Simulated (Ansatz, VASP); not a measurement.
**Two plane-wave programs on Sb3S**

```xyz
8
Lattice="6.5339 0.0000 0.0000 -3.2669 5.6585 0.0000 0.0000 0.0000 5.3004" Properties=species:S:1:pos:R:3 pbc="T T T"
Sb    3.2669    3.7985    1.3251
Sb   -1.6561    4.7285    3.9753
Sb    1.6108    0.9300    1.3251
Sb    0.0000    1.8600    3.9753
Sb    4.9230    0.9300    1.3251
Sb    1.6561    4.7285    3.9753
S     0.0000    3.7723    1.3251
S     3.2669    1.8862    3.9753
```

Alike in both runs: task relaxation of cell and atoms; functional PBE; k mesh 6 × 6 × 8; occupations gaussian, width 0.1 eV; no spin polarisation.

|  | VASP | Ansatz |
| --- | --- | --- |
| version | VASP 6.6.1 | Ansatz 0.2.0 |
| potentials or method | VASP PAW PBE potentials, release 64 (Sb, S), cutoff 600 eV | scalar-relativistic, plane waves, PAW |
| valence electrons in the cell | 42 | 102 |

```csv
,VASP,Ansatz,Ansatz less VASP
"gap on the k mesh at the Fermi level, each at its own relaxed structure (eV)",none,none,-
relaxed volume (Å³/atom),25.05,25.18,+0.138
relaxed cell length with the largest relative difference (Å),5.374,5.388,+0.0135
```

A gap of «none» marks a metal or a gap that the smearing closes. VASP's potentials hold 42 valence electrons a cell and Ansatz's 102, so a difference there can come from the potentials and not from the codes.

Neither program's run includes spin-orbit coupling.
